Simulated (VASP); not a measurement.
Set up this calculation in VASP 6.6.1, as the native input.

| Quantity | Value |
| --- | --- |
| Task | single point |
| Functional | PBE |
| Potentials or basis | VASP PAW PBE potentials, release 64 (Ni) |
| Cutoff | 520 eV |
| k mesh | 20 × 20 × 20 |
| Occupations | fermi-dirac, width 0.05 eV |
| Spin | collinear spin, ferromagnetic start |
| Starting moments | [1.5] μB |
| Dipole correction | no |
| Further INCAR settings | ALGO = Normal; EDIFF = 1e-06; NBANDS = 15 |

The structure of Ni lies in POSCAR:

```
Ni
1.0
    0.0000000000      1.7379789558      1.7379789558
    1.7379789558      0.0000000000      1.7379789558
    1.7379789558      1.7379789558      0.0000000000
Ni
1
Direct
    0.0000000000      0.0000000000      0.0000000000
```

This cell differs from its parent crystal: volume scaled by 0.95.

These files were run (other wordings do the same):

INCAR

```
SYSTEM = Ni
PREC = Accurate
ENCUT = 520
EDIFF = 1E-6
ISMEAR = -1
SIGMA = 0.05
LREAL = .FALSE.
LASPH = .TRUE.
NELM = 150
ALGO = Normal
ISIF = 2
LWAVE = .FALSE.
LCHARG = .FALSE.
ISPIN = 2
MAGMOM = 1.5
LORBIT = 11
LMAXMIX = 4
GGA = PE
NBANDS = 15
```

KPOINTS

```
Automatic mesh
0
G
  20 20 20
  0 0 0
```

Potentials or basis: VASP PAW PBE potentials, release 64 (Ni).

The run is started by

```bash
$ cat potpaw_PBE.64/Ni/POTCAR > POTCAR
$ mpirun -np 1 vasp_std > vasp.out
```

Results of the run:

```
Pressure                                              : 7.8 GPa
Net moment                                            : 0.62 μB per cell
Site moments                                          : Ni +0.63 μB
Valence electrons inside the program's atomic spheres : Ni 9.38
```

It took 30 s on 1 thread of Intel(R) Xeon(R) 6975P-C (Granite Rapids), on a shared host, peak memory 0.17 GiB.
